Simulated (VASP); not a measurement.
# Ir (Fm-3m) in VASP: settings compared

The runs below take Ir through single point, with r2SCANh, PBE-based screened hybrid with 25 % exact exchange.

Program: VASP 6.6.1. These are calculated values, not measurements. Logs are shortened: lines on timing, memory, paths and dates and some standing lists are left out, and cuts for length are marked.

## 1. The cell of the first run

It takes space group Fm-3m (No. 225, cubic). Conventional cell: a = 3.882 Å, b = 3.882 Å, c = 3.882 Å, α = 90.00°, β = 90.00°, γ = 90.00°. Within 3.6 Å of Ir (site symmetry m-3m) lie 12 Ir at 2.74 Å.

## 2. Single point, r2SCANh

Contents of POSCAR:

```
Ir
1.0
    0.0000000000      1.9408081540      1.9408081540
    1.9408081540      0.0000000000      1.9408081540
    1.9408081540      1.9408081540      0.0000000000
Ir
1
Direct
    0.0000000000      0.0000000000      0.0000000000
```

Contents of INCAR.step1:

```
PREC = Accurate
ENCUT = 460
EDIFF = 1E-5
ISMEAR = -1
SIGMA = 0.05
LREAL = F
LASPH = T
NELM = 120
ALGO = Normal
ISIF = 2
LWAVE = T
GGA = PE
NBANDS = 14
GGA_COMPAT = F
```

Contents of INCAR.step2:

```
PREC = Accurate
ENCUT = 460
EDIFF = 1E-6
ISMEAR = -1
SIGMA = 0.05
LREAL = F
LASPH = T
NELM = 120
ALGO = Normal
ISIF = 2
LWAVE = F
LCHARG = T
METAGGA = R2SCAN
LHFCALC = T
AEXX = 0.1
LMIXTAU = T
PRECFOCK = Normal
LELF = T
LVHAR = T
ISTART = 1
NBANDS = 14
GGA_COMPAT = F
```

Contents of KPOINTS:

```
regular mesh
0
Gamma
  6 6 6
```

Potentials or basis: VASP PAW PBE potentials, release 64 (Ir_sv_GW).

On the command line:

```sh
$ cat potpaw_PBE.64/Ir_sv_GW/POTCAR > POTCAR
$ cp INCAR.step1 INCAR
$ mpirun -np 1 vasp_std > vasp.out
$ cp INCAR.step2 INCAR
$ mpirun -np 1 vasp_std > vasp.out
```

OUTCAR:

```text
PREC = Accurate
   ENCUT = 460
   EDIFF = 1E-6
   ISMEAR = -1
   LREAL = F
   LASPH = T
   NELM = 120
   ISIF = 2
   METAGGA = R2SCAN
   LHFCALC = T
   AEXX = 0.1
   PRECFOCK = Normal
   ISTART = 1

 ion  position               nearest neighbor table
   1  0.000  0.000  0.000-

  LATTYP: Found a face centered cubic cell.
 ALAT       =     3.8816163080

  Lattice vectors:

 A1 = (   0.0000000000,   1.9408081540,   1.9408081540)
 A2 = (   1.9408081540,   0.0000000000,   1.9408081540)
 A3 = (   1.9408081540,   1.9408081540,   0.0000000000)

Analysis of symmetry for initial positions (statically):
=====================================================================
 Subroutine PRICEL returns:
 Original cell was already a primitive cell.

 Routine SETGRP: Setting up the symmetry group for a
 face centered cubic supercell.

 Subroutine GETGRP returns: Found 48 space group operations
 (whereof 48 operations were pure point group operations)
 out of a pool of 48 trial point group operations.

The static configuration has the point symmetry O_h .

Analysis of symmetry for dynamics (positions and initial velocities):
=====================================================================
 Subroutine PRICEL returns:
 Original cell was already a primitive cell.

 Routine SETGRP: Setting up the symmetry group for a
 face centered cubic supercell.

 Subroutine GETGRP returns: Found 48 space group operations
 (whereof 48 operations were pure point group operations)
 out of a pool of 48 trial point group operations.

The dynamic configuration has the point symmetry O_h .

 Subroutine INISYM returns: Found 48 space group operations
 (whereof 48 operations are pure point group operations),
 and found     1 'primitive' translations

----------------------------------------------------------------------------------------

                                     Primitive cell

  volume of cell :      14.6210

  direct lattice vectors                    reciprocal lattice vectors
     0.000000000  1.940808154  1.940808154    -0.257624639  0.257624639  0.257624639
     1.940808154  0.000000000  1.940808154     0.257624639 -0.257624639  0.257624639
     1.940808154  1.940808154  0.000000000     0.257624639  0.257624639 -0.257624639

  length of vectors
     2.744717213  2.744717213  2.744717213     0.446218964  0.446218964  0.446218964

  position of ions in fractional coordinates (direct lattice)
     0.000000000  0.000000000  0.000000000

  ion indices of the primitive-cell ions
   primitive index   ion index
                 1           1

----------------------------------------------------------------------------------------

 KPOINTS: regular mesh

Automatic generation of k-mesh.
 Grid dimensions read from file:
 generate k-points for:    6    6    6

 Generating k-lattice:

  Cartesian coordinates                     Fractional coordinates (reciprocal lattice)
    -0.042937440  0.042937440  0.042937440     0.166666667  0.000000000  0.000000000
     0.042937440 -0.042937440  0.042937440     0.000000000  0.166666667  0.000000000
     0.042937440  0.042937440 -0.042937440     0.000000000  0.000000000  0.166666667

  Length of vectors
     0.074369827  0.074369827  0.074369827

  Shift w.r.t. Gamma in fractional coordinates (k-lattice)
     0.000000000  0.000000000  0.000000000

 Subroutine IBZKPT returns following result:
 ===========================================

 Found     16 irreducible k-points:

 Following reciprocal coordinates:
            Coordinates               Weight
  0.000000  0.000000  0.000000      1.000000
  0.166667  0.000000  0.000000      8.000000
  0.333333  0.000000  0.000000      8.000000
  0.500000  0.000000  0.000000      4.000000
  0.166667  0.166667  0.000000      6.000000
  0.333333  0.166667  0.000000     24.000000
[... 8 lines left out ...]
 -0.333333  0.333333  0.166667     24.000000
 -0.333333  0.500000  0.166667     12.000000
   k-points           NKPTS =     16   k-points in BZ     NKDIM =    216   number of bands    NBANDS=     14
   number of dos      NEDOS =    301   number of ions     NIONS =      1
   total plane-waves  NPLWV =   8000
   dimension x,y,z NGX =    20 NGY =   20 NGZ =   20
   dimension x,y,z NGXF=    40 NGYF=   40 NGZF=   40
   ions per type =               1
   NGX,Y,Z   is equivalent  to a cutoff of  12.11, 12.11, 12.11 a.u.
   NGXF,Y,Z  is equivalent  to a cutoff of  24.23, 24.23, 24.23 a.u.
 SYSTEM =  unknown system
   PREC   = accura    normal or accurate (medium, high low for compatibility)
   ISTART =      1    job   : 0-new  1-cont  2-samecut
   ICHARG =      0    charge: 1-file 2-atom 10-const
   ISPIN  =      1    spin polarized calculation?
   LNONCOLLINEAR =      F non collinear calculations
   LSORBIT =      F    spin-orbit coupling
   LASPH  =      T    aspherical Exc in radial PAW
   ENCUT  =  460.0 eV  33.81 Ry    5.81 a.u.   4.80  4.80  4.80*2*pi/ulx,y,z
   NELM   =    120;   NELMIN=  2; NELMDL=  0     # of ELM steps
   EDIFF  = 0.1E-05   stopping-criterion for ELM
   LREAL  =      F    real-space projection
   EDIFFG = 0.1E-04   stopping-criterion for IOM
   NSW    =      0    number of steps for IOM
   IBRION =     -1    ionic relax: 0-MD 1-quasi-New 2-CG
   NFREE  =      0    steps in history (QN), initial steepest desc. (CG)
   ISIF   =      2    stress and relaxation
   ISYM   =      3    0-nonsym 1-usesym 2-fastsym
   POTIM  = 0.5000    time-step for ionic-motion
   TEBEG  =    0.0;   TEEND  =   0.0 temperature during run
   PSTRESS=    0.0 pullay stress
   NELECT =      17.0000    total number of electrons
   NUPDOWN=      -1.0000    fix difference up-down
   EMIN   =  10.00;   EMAX   =-10.00  energy-range for DOS
   EFERMI =   0.00;   METHOD = LEGACY
   ISMEAR =    -1;   SIGMA  =   0.05  broadening in eV -4-tet -1-fermi 0-gaus
   EFERMI_NEDOS =   21; number of points for ismear=-14 and -15
   IALGO  =     38    algorithm
   IMIX   =      1    mixing-type and parameters
     AMIX     =   0.40;   BMIX     =  1.00
     AMIX_MAG =   1.60;   BMIX_MAG =  1.00
  volume/ion in A,a.u.               =      14.62        98.67
  Fermi-wavevector in a.u.,A,eV,Ry     =   1.721466  3.253100 40.320135  2.963446
  Thomas-Fermi vector in A             =   2.797713
   LORBIT       =      0    0 simple, 1 ext, 2 COOP (PROOUT), +10 PAW based schemes
   METAGGA = R2SCAN    functional components
   LHFCALC =     T    Hartree Fock is set to
   PRECFOCK=normal    Normal, Fast or Accurate (Low or Medium for compatibility)
   ENCUT4O =  -1.0   cutoff for four orbital integrals eV
   NKREDX  =     1    reduce k-point grid by
   NKREDY  =     1    reduce k-point grid by
   NKREDZ  =     1    reduce k-point grid by
   AEXX    =    0.1000 exact exchange contribution
   HFSCREEN=    0.0000 screening length (either q_TF or 0.3 A-1)
   HFSCREENC=   0.0000 screening length for correlation (either q_TF or 0.3 A-1)
   ENCUTFOCK=  -1.0 apply spherical cutoff to Coloumb kernel
   IVDW    =     0    specifies the selected vdW correction
   LEPSILON=     F    determine dielectric tensor
   LRPA    =     F    only Hartree local field effects (RPA)
 non-spin polarized calculation
  energy-cutoff  :      460.00
  volume of cell :       14.62
 maximum number of plane-waves:       342
  NGX = 16; NGY = 16; NGZ = 16

 number of electron      17.0000001 magnetization

 Free energy of the ion-electron system (eV)
  ---------------------------------------------------
  ext. energy  EPLUGINS =         0.00000000
  ---------------------------------------------------
  free energy    TOTEN  =       -48.86189027 eV

  energy without entropy =      -48.85333173  energy(sigma->0) =      -48.85761100

 E-fermi :  11.3963     XC(G=0): -14.2744

 val. band max:       11.3164285121   @ k =   0.5000   0.3333   0.1667
 cond. band min:      11.7684534571   @ k =   0.3333   0.0000   0.0000
 fundamental gap:      0.4520249450
 Fermi energy:        11.3962751781

 k-point     1 :       0.0000    0.0000    0.0000
  band No.  band energies     occupation
      1     -84.7373      2.00000
      2     -40.0913      2.00000
      3     -40.0913      2.00000
      4     -40.0913      2.00000
      5       0.1828      2.00000
      6       7.6809      2.00000
      7       7.6809      2.00000
      8       7.6809      2.00000
      9      10.3121      2.00000
     10      10.3121      2.00000
     11      26.7452      0.00000
     12      32.4086      0.00000
     13      32.4086      0.00000
     14      32.4086      0.00000

 k-point     2 :       0.1667    0.0000    0.0000
  band No.  band energies     occupation
      1     -84.7202      2.00000
      2     -40.2972      2.00000
      3     -40.1197      2.00000
      4     -40.1197      2.00000
      5       1.3917      2.00000
      6       7.1976      2.00000
      7       8.0855      2.00000
      8       8.0855      2.00000
      9      10.2103      2.00000
     10      10.2103      2.00000
     11      28.4526      0.00000
     12      29.0201      0.00000
     13      34.3914      0.00000
     14      34.3914      0.00000

 k-point     3 :       0.3333    0.0000    0.0000
  band No.  band energies     occupation
      1     -84.6863      2.00000
      2     -40.7025      2.00000
      3     -40.1779      2.00000
      4     -40.1779      2.00000
      5       3.1937      2.00000
      6       7.8423      2.00000
      7       7.8423      2.00000
      8       8.1642      2.00000
      9      11.7685      0.00117
     10      11.7685      0.00117
     11      23.9940      0.00000
     12      28.0871      0.00000
     13      35.2216      0.00000
     14      35.2216      0.00000
[... 188 lines left out ...]
 k-point    15 :      -0.3333    0.3333    0.1667
  band No.  band energies     occupation
      1     -84.6521      2.00000
      2     -40.7217      2.00000
      3     -40.5222      2.00000
      4     -40.3225      2.00000
      5       5.6872      2.00000
      6       5.7045      2.00000
      7       7.2743      2.00000
      8       9.6626      2.00000
      9      12.7478      0.00000
     10      19.1708      0.00000
     11      19.2956      0.00000
     12      26.1090      0.00000
     13      27.8027      0.00000
     14      34.1802      0.00000

 k-point    16 :      -0.3333    0.5000    0.1667
  band No.  band energies     occupation
      1     -84.6465      2.00000
      2     -40.7414      2.00000
      3     -40.5103      2.00000
      4     -40.3979      2.00000
      5       4.6442      2.00000
      6       5.2691      2.00000
      7       8.5628      2.00000
      8      10.5932      2.00000
      9      13.6379      0.00000
     10      19.2216      0.00000
     11      21.0695      0.00000
     12      23.2525      0.00000
     13      25.8860      0.00000
     14      37.4766      0.00000

------------------------ aborting loop because EDIFF is reached ----------------------------------------

  FORCE on cell =-STRESS in cart. coord.  units (eV):
  Direction    XX          YY          ZZ          XY          YZ          ZX
  --------------------------------------------------------------------------------------
  -------------------------------------------------------------------------------------
  Total       -1.5129952     -1.5129952     -1.5129952      0.0000000      0.0000000      0.0000000
  in kB     -165.7945750   -165.7945750   -165.7945750      0.0000000      0.0000000      0.0000000
  external PRESSURE =    -165.7945750 kB  Pullay stress =       0.0000000 kB

 VOLUME and BASIS-vectors are now :
 -----------------------------------------------------------------------------
  energy-cutoff  :      460.00
  volume of cell :       14.62
      direct lattice vectors                 reciprocal lattice vectors
     0.000000000  1.940808154  1.940808154    -0.257624639  0.257624639  0.257624639
     1.940808154  0.000000000  1.940808154     0.257624639 -0.257624639  0.257624639
     1.940808154  1.940808154  0.000000000     0.257624639  0.257624639 -0.257624639

 POSITION                                       TOTAL-FORCE (eV/Angst)
 -----------------------------------------------------------------------------------
      0.00000      0.00000      0.00000         0.000000      0.000000      0.000000
 -----------------------------------------------------------------------------------
    total drift:                                0.000000      0.000000      0.000000

  FREE ENERGIE OF THE ION-ELECTRON SYSTEM (eV)
  ---------------------------------------------------
  free  energy   TOTEN  =       -48.8618902690 eV

  energy  without entropy=      -48.8533317277  energy(sigma->0) =      -48.85761100
```

It took 12 min on 1 thread of AMD EPYC 7R13 (Zen 3), shared host; peak memory 0.11 GiB.

Results:

```
Free energy            : -48.8619 eV
Pressure               : -16.6 GPa
Band gap on the k mesh : zero (an odd number of electrons rules out a gap without spin polarisation)
```

Caveat: the k points lie up to 0.47 Å⁻¹ apart, too coarse for converged energies and pressures of a metal; the PAW data sets were made with another functional, which shifts forces and pressure a little; spin-orbit coupling is left out, which moves the levels of the heavy elements.

## 3. Single point, PBE-based screened hybrid with 25 % exact exchange

This run uses another cell than the first one, of 14.04 Å³/atom.

Contents of POSCAR:

```
Ir
1.0
    0.0000000000      1.9146408325      1.9146408325
    1.9146408325      0.0000000000      1.9146408325
    1.9146408325      1.9146408325      0.0000000000
Ir
1
Direct
    0.0000000000      0.0000000000      0.0000000000
```

Contents of INCAR.step1:

```
  PREC = Accurate
  ENCUT = 520
  EDIFF = 1E-5
  ISMEAR = -1
  SIGMA = 0.05
  LREAL = F
  LASPH = T
  NELM = 80
  ALGO = Normal
  ISIF = 2
  LWAVE = T
  LCHARG = F
  NBANDS = 10
  GGA = PE
```

Contents of INCAR.step2:

```
  PREC = Accurate
  ENCUT = 520
  EDIFF = 1E-6
  ISMEAR = -1
  SIGMA = 0.05
  LREAL = F
  LASPH = T
  NELM = 80
  ALGO = Normal
  ISIF = 2
  LWAVE = F
  LCHARG = F
  GGA = PE
  LHFCALC = T
  AEXX = 0.25
  HFSCREEN = 0.3
  PRECFOCK = Normal
  NBANDS = 10
  ISTART = 1
```

Contents of KPOINTS:

```
Automatic mesh
0
Gamma
  6 6 6
```

Potentials or basis: VASP PAW PBE potentials, release 64 (Ir).

On the command line:

```sh
$ cat potpaw_PBE.64/Ir/POTCAR > POTCAR
$ cp INCAR.step1 INCAR
$ mpirun -np 1 vasp_std > vasp.out
$ cp INCAR.step2 INCAR
$ mpirun -np 1 vasp_std > vasp.out
```

Run time: 4.6 min. Hardware: 1 thread of AMD EPYC 7R13 (Zen 3), shared host; peak memory 0.21 GiB.

Results (log left out):

* Free energy: -9.8198 eV
* Pressure: 2.6 GPa
* Band gap on the k mesh: zero (an odd number of electrons rules out a gap without spin polarisation)

Levels at points of the mesh, in eV from the Fermi level:
| k point | band 1 | band 2 | band 3 | band 4 | band 5 | band 6 | band 7 | band 8 | band 9 |
| --- | --- | --- | --- | --- | --- | --- | --- | --- | --- |
| (0.00, 0.00, 0.00) | -11.67 | -3.97 | -3.97 | -3.97 | -1.16 | -1.16 | 15.82 | 21.66 | 21.66 |
| (0.50, 0.00, 0.00) | -8.51 | -4.20 | -4.20 | -0.38 | 1.47 | 1.47 | 8.74 | 15.32 | 21.64 |
| (0.50, 0.50, 0.00) | -8.46 | -7.76 | 1.19 | 2.18 | 2.18 | 2.32 | 12.20 | 13.14 | 13.14 |

Caveat: the k points lie up to 0.47 Å⁻¹ apart, too coarse for converged energies and pressures of a metal; the PAW data sets were made with another functional, which shifts forces and pressure a little; spin-orbit coupling is left out, which moves the levels of the heavy elements.

The gap in the log of VASP goes by the Fermi energy; the results here count the filled bands.